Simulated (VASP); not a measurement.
# NaF in VASP: further runs, part 2 of 2

VASP 6.6.1. The steps go on from the part before.

### 3 Single point, r2SCAN (shear xy strain -3.7%)

Input file POSCAR:

```
NaF
1.0
    2.7934852186     -0.0518191508      0.0000000000
   -0.0518191508      2.7934852186      0.0000000000
    0.0000000000      0.0000000000      2.7934852186
Na F
1 1
Direct
    0.0000000000      0.0000000000      0.0000000000
    0.5000000000      0.5000000000      0.5000000000
```

Input file INCAR.step1:

```
PREC = Accurate
ENCUT = 520
ISMEAR = 0
SIGMA = 0.01
LREAL = False
LASPH = True
NELM = 100
NBANDS = 14
GGA = PE
ALGO = Normal
EDIFF = 1E-4
LWAVE = True
LCHARG = False
```

Input file INCAR.step2:

```
PREC = Accurate
ENCUT = 520
EDIFF = 1E-6
ISMEAR = 0
SIGMA = 0.01
LREAL = False
LASPH = True
NELM = 100
ALGO = Normal
ISIF = 2
LWAVE = False
LCHARG = False
METAGGA = R2SCAN
LMIXTAU = True
NBANDS = 14
ISTART = 1
```

Input file KPOINTS:

```
Automatic mesh
0
Gamma
  10 10 10
```

Potentials or basis: VASP PAW PBE potentials, release 64 (Na_pv, F).

The run is started by

```bash
> cat potpaw_PBE.64/Na_pv/POTCAR potpaw_PBE.64/F/POTCAR > POTCAR
> cp INCAR.step1 INCAR
> mpirun -np 1 vasp_std > vasp.out
> cp INCAR.step2 INCAR
> mpirun -np 1 vasp_std > vasp.out
```

OUTCAR:

```text
PREC = Accurate
   ENCUT = 520
   EDIFF = 1E-6
   ISMEAR = 0
   LREAL = False
   LASPH = True
   NELM = 100
   ISIF = 2
   METAGGA = R2SCAN
   ISTART = 1

 ion  position               nearest neighbor table
   1  0.000  0.000  0.000-
   2  0.500  0.500  0.500-

  LATTYP: Found a base centered orthorhombic cell.
 ALAT       =     3.8773013366
 B/A-ratio  =     1.0378012125
 C/A-ratio  =     0.7204715280

  Lattice vectors:

 A1 = (   2.7934852186,  -0.0518191508,   0.0000000000)
 A2 = (  -0.0518191508,   2.7934852186,   0.0000000000)
 A3 = (   0.0000000000,   0.0000000000,   2.7934852186)

Analysis of symmetry for initial positions (statically):
=====================================================================
 Subroutine PRICEL returns:
 Original cell was already a primitive cell.

 Routine SETGRP: Setting up the symmetry group for a
 base centered orthorhombic supercell.

 Subroutine GETGRP returns: Found  8 space group operations
 (whereof  8 operations were pure point group operations)
 out of a pool of  8 trial point group operations.

The static configuration has the point symmetry D_2h.

Analysis of symmetry for dynamics (positions and initial velocities):
=====================================================================
 Subroutine PRICEL returns:
 Original cell was already a primitive cell.

 Routine SETGRP: Setting up the symmetry group for a
 base centered orthorhombic supercell.

 Subroutine GETGRP returns: Found  8 space group operations
 (whereof  8 operations were pure point group operations)
 out of a pool of  8 trial point group operations.

The dynamic configuration has the point symmetry D_2h.

 Subroutine INISYM returns: Found  8 space group operations
 (whereof  8 operations are pure point group operations),
 and found     1 'primitive' translations

----------------------------------------------------------------------------------------

                                     Primitive cell

[... 120 lines left out ...]
   LRPA    =     F    only Hartree local field effects (RPA)
 non-spin polarized calculation
 Gauss-broadening in eV      SIGMA  =   0.01
  energy-cutoff  :      520.00
  volume of cell :       21.79
 maximum number of plane-waves:       604
 NGX is ok and might be reduce to    24
   NGX = 11   NGY = 11   NGZ = 11

 number of electron      14.0000005 magnetization

 Free energy of the ion-electron system (eV)
  ---------------------------------------------------
  ext. energy  EPLUGINS =         0.00000000
  ---------------------------------------------------
  free energy    TOTEN  =       -12.31358239 eV

  energy without entropy =      -12.31358239  energy(sigma->0) =      -12.31358239

 E-fermi :  -1.1032     XC(G=0): -10.5944

 val. band max:       -1.2405589319   @ k =   0.5000   0.5000   0.0000
 cond. band min:       5.8783515163   @ k =   0.0000   0.0000   0.0000
 fundamental gap:      7.1189104482
 Fermi energy:        -1.1031840318

 k-point     1 :       0.0000    0.0000    0.0000
  band No.  band energies     occupation
      1     -22.2600      2.00000
      2     -21.8728      2.00000
      3     -21.8703      2.00000
      4     -21.8686      2.00000
      5      -1.6118      2.00000
      6      -1.5793      2.00000
      7      -1.5438      2.00000
      8       5.8784      0.00000
      9      15.2395      0.00000
     10      15.2563      0.00000
     11      24.1089      0.00000
     12      24.4061      0.00000
     13      24.7399      0.00000
     14      30.7407      0.00000
[... 377 lines left out ...]
      1     -22.4840      2.00000
      2     -22.0376      2.00000
      3     -21.8282      2.00000
      4     -21.3984      2.00000
      5      -3.2557      2.00000
      6      -2.6629      2.00000
      7      -1.3370      2.00000
      8      11.1659      0.00000
      9      13.5438      0.00000
     10      15.5392      0.00000
     11      19.1663      0.00000
     12      23.7573      0.00000
     13      24.2645      0.00000
     14      26.3576      0.00000

 [... further k-points ...]

------------------------ aborting loop because EDIFF is reached ----------------------------------------

  FORCE on cell =-STRESS in cart. coord.  units (eV):
  Direction    XX          YY          ZZ          XY          YZ          ZX
  --------------------------------------------------------------------------------------
  -------------------------------------------------------------------------------------
  Total       -0.0849762     -0.0849762     -0.0936447      0.0236845      0.0000000      0.0000000
  in kB       -6.2476688     -6.2476688     -6.8850001      1.7413482      0.0000000      0.0000000
  external PRESSURE =      -6.4601126 kB  Pullay stress =       0.0000000 kB

 VOLUME and BASIS-vectors are now :
 -----------------------------------------------------------------------------
  energy-cutoff  :      520.00
  volume of cell :       21.79
      direct lattice vectors                 reciprocal lattice vectors
     2.793485219 -0.051819151  0.000000000     0.358098985  0.006642736  0.000000000
    -0.051819151  2.793485219  0.000000000     0.006642736  0.358098985  0.000000000
     0.000000000  0.000000000  2.793485219     0.000000000  0.000000000  0.357975762

 POSITION                                       TOTAL-FORCE (eV/Angst)
 -----------------------------------------------------------------------------------
      0.00000      0.00000      0.00000         0.000000      0.000000      0.000000
      1.37083      1.37083      1.39674        -0.000000      0.000000      0.000000
 -----------------------------------------------------------------------------------
    total drift:                                0.000000      0.000000     -0.000000

  FREE ENERGIE OF THE ION-ELECTRON SYSTEM (eV)
  ---------------------------------------------------
  free  energy   TOTEN  =       -12.3135823942 eV

  energy  without entropy=      -12.3135823942  energy(sigma->0) =      -12.31358239
```

Wall time 1.7 min (1 thread of Intel Xeon Platinum 8259CL at 2.50GHz (Skylake/Cascade Lake), shared host); peak memory 0.17 GiB.

Results:

- Free energy: -12.3136 eV
- Pressure: -0.6 GPa
- Band gap on the k mesh: 7.12 eV, indirect (least direct gap 7.42 eV)

Levels at points of the mesh, in eV from the valence-band top:
| k point | band 5 | band 6 | band 7 | band 8 | band 9 | band 10 |
| --- | --- | --- | --- | --- | --- | --- |
| (0.00, 0.00, 0.00) | -0.37 | -0.34 | -0.30 | 7.12 | 16.48 | 16.50 |
| (0.50, 0.00, 0.00) | -2.62 | -0.22 | -0.22 | 11.90 | 12.99 | 20.49 |
| (0.50, 0.50, 0.00) | -1.94 | -1.84 | 0.00 | 13.03 | 16.13 | 16.56 |
| (0.00, 0.00, 0.50) | -2.62 | -0.27 | -0.16 | 11.91 | 12.98 | 20.51 |
| (0.50, 0.00, 0.50) | -1.89 | -1.89 | 0.00 | 13.01 | 16.48 | 16.50 |
| (0.50, 0.50, 0.50) | -1.72 | -1.69 | -1.66 | 15.15 | 15.53 | 15.91 |

Caveat: the cell differs from its parent crystal (shear xy strain -3.7%); the PAW data sets were made with another functional, which shifts forces and pressure a little. A k mesh can miss the band edges.

### 4 Single point, PBE (shear xy strain -3.7%)

Input file INCAR:

```
SYSTEM = NaF
PREC     = Accurate       ! precision mode
ENCUT    = 520            ! plane-wave cutoff, eV
EDIFF    = 1E-6           ! SCF threshold, eV
ISMEAR   = -1             ! smearing method
SIGMA    = 0.02           ! smearing width, eV
LREAL    = .False.        ! projectors in reciprocal space
LASPH    = .True.         ! aspherical terms in the spheres
NELM     = 100            ! most SCF steps
ALGO     = Normal         ! electronic algorithm
ISIF     = 2              ! what is computed and relaxed
LWAVE    = .False.        ! write WAVECAR
LCHARG   = .True.         ! write CHGCAR
GGA      = PE             ! functional
LELF     = .True.         ! ELF
LVHAR    = .True.       
NBANDS   = 14             ! bands
```

Input file KPOINTS:

```
Automatic mesh
0
Gamma
  10 10 10
  0 0 0
```

POSCAR is that of step 3.

Potentials or basis: VASP PAW PBE potentials, release 64 (Na_pv, F).

The run is started by

```bash
> cat potpaw_PBE.64/Na_pv/POTCAR potpaw_PBE.64/F/POTCAR > POTCAR
> mpirun -np 1 vasp_std > vasp.out
```

OUTCAR:

```text
SYSTEM = NaF
   PREC = Accurate
   ENCUT = 520
   EDIFF = 1E-6
   ISMEAR = -1
   LREAL = .False.
   LASPH = .True.
   NELM = 100
   ISIF = 2
   GGA = PE

 ion  position               nearest neighbor table
   1  0.000  0.000  0.000-
   2  0.500  0.500  0.500-

  LATTYP: Found a base centered orthorhombic cell.
 ALAT       =     3.8773013366
 B/A-ratio  =     1.0378012125
 C/A-ratio  =     0.7204715280

  Lattice vectors:

 A1 = (   2.7934852186,  -0.0518191508,   0.0000000000)
 A2 = (  -0.0518191508,   2.7934852186,   0.0000000000)
 A3 = (   0.0000000000,   0.0000000000,   2.7934852186)

Analysis of symmetry for initial positions (statically):
=====================================================================
 Subroutine PRICEL returns:
 Original cell was already a primitive cell.

 Routine SETGRP: Setting up the symmetry group for a
 base centered orthorhombic supercell.

 Subroutine GETGRP returns: Found  8 space group operations
 (whereof  8 operations were pure point group operations)
 out of a pool of  8 trial point group operations.

The static configuration has the point symmetry D_2h.

[... 166 lines left out ...]

 k-point     1 :       0.0000    0.0000    0.0000
  band No.  band energies     occupation
      1     -20.6473      2.00000
      2     -20.6441      2.00000
      3     -20.6421      2.00000
      4     -20.5084      2.00000
      5      -0.9846      2.00000
      6      -0.9516      2.00000
      7      -0.9156      2.00000
      8       5.5027      0.00000
      9      15.1674      0.00000
     10      15.1844      0.00000
     11      23.1540      0.00000
     12      23.4117      0.00000
     13      23.7033      0.00000
     14      30.3643      0.00000
[... 377 lines left out ...]
      1     -21.1090      2.00000
      2     -20.8174      2.00000
      3     -20.6000      2.00000
      4     -19.7905      2.00000
      5      -2.6440      2.00000
      6      -2.0364      2.00000
      7      -0.7078      2.00000
      8      10.7375      0.00000
      9      13.1238      0.00000
     10      15.1282      0.00000
     11      18.7528      0.00000
     12      23.2251      0.00000
     13      23.9516      0.00000
     14      25.8934      0.00000

 [... further k-points ...]
[... 5 lines left out ...]
  --------------------------------------------------------------------------------------
  -------------------------------------------------------------------------------------
  Total        0.5853892      0.5853892      0.5860232      0.0392906      0.0000000      0.0000000
  in kB       43.0393432     43.0393432     43.0859574      2.8887498      0.0000000      0.0000000
  external PRESSURE =      43.0548813 kB  Pullay stress =       0.0000000 kB

 VOLUME and BASIS-vectors are now :
 -----------------------------------------------------------------------------
  energy-cutoff  :      520.00
  volume of cell :       21.79
      direct lattice vectors                 reciprocal lattice vectors
     2.793485219 -0.051819151  0.000000000     0.358098985  0.006642736  0.000000000
    -0.051819151  2.793485219  0.000000000     0.006642736  0.358098985  0.000000000
     0.000000000  0.000000000  2.793485219     0.000000000  0.000000000  0.357975762

 POSITION                                       TOTAL-FORCE (eV/Angst)
 -----------------------------------------------------------------------------------
      0.00000      0.00000      0.00000         0.000000      0.000000      0.000000
      1.37083      1.37083      1.39674        -0.000000      0.000000      0.000000
 -----------------------------------------------------------------------------------
    total drift:                                0.000000      0.000000     -0.000000

  FREE ENERGIE OF THE ION-ELECTRON SYSTEM (eV)
  ---------------------------------------------------
  free  energy   TOTEN  =        -8.2293025117 eV

  energy  without entropy=       -8.2293025117  energy(sigma->0) =       -8.22930251
```

Run time: 29 s. Hardware: 1 thread of Intel Xeon Platinum 8259CL at 2.50GHz (Skylake/Cascade Lake), shared host; peak memory 0.16 GiB.

Results:

```
Free energy            : -8.2293 eV
Pressure               : 4.3 GPa
Band gap on the k mesh : 6.12 eV, indirect (least direct gap 6.42 eV)
```

Caveat: the cell differs from its parent crystal (shear xy strain -3.7%).

### 5 Single point, PBE (epitaxial xy strain +0.4%)

Input file INCAR:

```
PREC = Accurate
ENCUT = 520
EDIFF = 1E-6
ISMEAR = -1
SIGMA = 0.02
LREAL = False
LASPH = True
NELM = 60
ALGO = Normal
ISIF = 2
LWAVE = False
LCHARG = True
GGA = PE
LELF = True
LVHAR = True
NBANDS = 14
```

Input file KPOINTS:

```
Automatic mesh
0
Gamma
  10 10 10
```

Input file POSCAR:

```
NaF
1.0
    2.8035417653      0.0000000000      0.0000000000
    0.0000000000      2.8035417653      0.0000000000
    0.0000000000      0.0000000000      2.7925406604
Na F
1 1
Direct
    0.0000000000      0.0000000000      0.0000000000
    0.5000000000      0.5000000000      0.5000000000
```

The run is started by

```bash
> cat potpaw_PBE.64/Na_pv/POTCAR potpaw_PBE.64/F/POTCAR > POTCAR
> mpirun -np 1 vasp_std > vasp.out
```

Wall time 28 s (1 thread of Intel Xeon 8259CL, shared host); peak memory 0.16 GiB.

It converged, with:

| Quantity | Value |
| --- | --- |
| Free energy | -8.2342 eV |
| Pressure | 3.8 GPa |
| Band gap on the k mesh | 6.05 eV, indirect (least direct gap 6.38 eV) |

Stress tensor (GPa, compression positive):
```
3.53 0.00 0.00
0.00 3.53 0.00
0.00 0.00 4.19
```

Levels at points of the mesh, in eV from the valence-band top:
```
           k point  band 3  band 4  band 5  band 6  band 7  band 8  band 9  band 10  band 11  band 12
(0.00, 0.00, 0.00)  -20.06  -19.89   -0.36   -0.36   -0.33    6.05   15.69    15.77    23.85    23.85
(0.50, 0.00, 0.00)  -20.04  -19.06   -2.65   -0.23   -0.21   10.81   11.79    19.91    21.16    23.43
(0.50, 0.50, 0.00)  -20.01  -19.36   -1.89   -1.89    0.00   11.91   15.20    15.20    15.61    23.76
(0.00, 0.00, 0.50)  -20.04  -19.06   -2.65   -0.23   -0.23   10.80   11.84    19.91    21.12    23.46
(0.50, 0.00, 0.50)  -20.01  -19.35   -1.89   -1.88   -0.02   11.94   15.20    15.24    15.56    23.65
(0.50, 0.50, 0.50)  -20.25  -19.12   -1.67   -1.66   -1.66   14.37   14.37    14.37    19.33    19.33
```

Caveat: the cell differs from its parent crystal (epitaxial xy strain +0.4%).

### 6 The runs side by side

```csv
level,cell,k mesh,smearing,grid for exact exchange (PRECFOCK),screening parameter,gap on the mesh (eV),pressure (GPa)
HSE06,"a = 2.794 Å, angles 90.0, 90.0, 92.1°, 2 atoms",6 × 6 × 6,gaussian 0.01 eV,Normal,0.2079 1/Å,8.30,2.0
r2SCAN,"a = 2.794 Å, angles 90.0, 90.0, 92.1°, 2 atoms",10 × 10 × 10,gaussian 0.01 eV,-,-,7.12,-0.6
PBE,"a = 2.794 Å, angles 90.0, 90.0, 92.1°, 2 atoms",10 × 10 × 10,fermi-dirac 0.02 eV,-,-,6.12,4.3
PBE,"a = 2.804, b = 2.804, c = 2.793 Å, 2 atoms",10 × 10 × 10,fermi-dirac 0.02 eV,-,-,6.05,3.8
```

Alike in all rows: task single point; potentials or basis VASP PAW PBE potentials, release 64 (Na_pv, F); no spin polarisation; cutoff (eV) 520.

Caveats: the PAW data sets were made with another functional, which shifts forces and pressure a little (some runs).

Absolute energies hang on the potentials; compare differences alone.
